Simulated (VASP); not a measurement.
Crystal: Ga.

```
Ga
1.0
     1.45000   -4.06500    0.00000
     1.45000    4.06500    0.00000
     0.00000    0.00000    3.17000
Ga
2
Direct
  0.86700 0.13300 0.25000
  0.13300 0.86700 0.75000
```

| Property | Result |
| --- | --- |
| Program | VASP 6.6.1 |
| Task | relaxation of cell and atoms |
| Functional | PBE |
| Potentials or basis | VASP PAW PBE potentials, release 64 (Ga_d) |
| Cutoff | 600 eV |
| k mesh | 16 × 16 × 14 |
| Occupations | gaussian, width 0.1 eV |
| Spin | no spin polarisation |

At the start: pressure 1.6 GPa; volume 18.68 Å³/atom.

Q: Where does the relaxation end?

A: Over 20 steps the energy falls by 14.8 meV/atom and the volume is 19.17 Å³/atom (+2.6 %); space group Cmcm (No. 63, to 0.05 Å).

Step by step:
| step | energy change (eV) | largest force (eV/Å) | pressure (GPa) | volume (Å³) |
| --- | --- | --- | --- | --- |
| 1 | 0.0000 | 0.1988 | 1.60 | 37.37 |
| 2 | -0.0133 | 0.0681 | 0.18 | 38.39 |
| 3 | -0.0153 | 0.0196 | -0.32 | 38.82 |
| 4 | -0.0155 | 0.0002 | -0.45 | 39.00 |
| 5 | -0.0189 | 0.0383 | -0.25 | 38.83 |
| 6 | -0.0251 | 0.1365 | 0.11 | 38.31 |
| 7 | -0.0276 | 0.0688 | 0.26 | 38.24 |
| 8 | -0.0276 | 0.0574 | 0.05 | 38.23 |
| 9 | -0.0294 | 0.0041 | 0.08 | 38.27 |
| 10 | -0.0294 | 0.0154 | 0.12 | 38.28 |
| 11 | -0.0294 | 0.0351 | 0.14 | 38.29 |
| 12 | -0.0294 | 0.0204 | 0.04 | 38.28 |
| 13 | -0.0294 | 0.0179 | 0.11 | 38.28 |
| 14 | -0.0296 | 0.0138 | -0.11 | 38.41 |
| 15 | -0.0296 | 0.0129 | -0.17 | 38.41 |
| 16 | -0.0296 | 0.0082 | -0.15 | 38.40 |
| 17 | -0.0296 | 0.0009 | -0.15 | 38.39 |
| 18 | -0.0296 | 0.0012 | 0.14 | 38.30 |
| 19 | -0.0296 | 0.0005 | -0.03 | 38.35 |
| 20 | -0.0296 | 0.0011 | 0.01 | 38.34 |

Final structure:
```
Ga
1.0
     1.40291   -4.03786    0.00000
     1.40291    4.03786    0.00000
     0.00000    0.00000    3.38414
Ga
2
Cartesian
  1.4029 -2.9555 0.8460
  1.4029 2.9555 2.5381
```
